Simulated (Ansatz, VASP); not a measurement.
**TePb in VASP and in Ansatz**

```
CELL_PARAMETERS angstrom
4.00229 0.00000 0.00000
0.00000 4.00229 0.00000
0.00000 0.00000 4.00229
ATOMIC_POSITIONS crystal
Pb 0.00000 0.00000 0.00000
Te 0.50000 0.50000 0.50000
```

Alike in both runs: task single point; functional PBE; k mesh 7 × 7 × 7; occupations gaussian, width 0.029 eV; no spin polarisation.

|  | VASP | Ansatz |
| --- | --- | --- |
| version | VASP 6.6.1 | Ansatz 0.2.0 |
| potentials or method | VASP PAW PBE potentials, release 64 (Pb_d, Te) | Ansatz PAW |
| plane-wave cutoff (eV) | 520 | 420 |
| valence electrons in the cell | 20 | 30 |

|  | VASP | Ansatz | Ansatz less VASP |
| --- | --- | --- | --- |
| gap on the k mesh at the Fermi level (eV) | none | none | - |
| pressure (GPa) | 0.0 | 0.1 | +0.06 |

A gap of «none» marks a metal or a gap that the smearing closes. VASP's potentials hold 20 valence electrons a cell and Ansatz's 30, so a difference there can come from the potentials and not from the codes.

Neither program's run includes spin-orbit coupling.
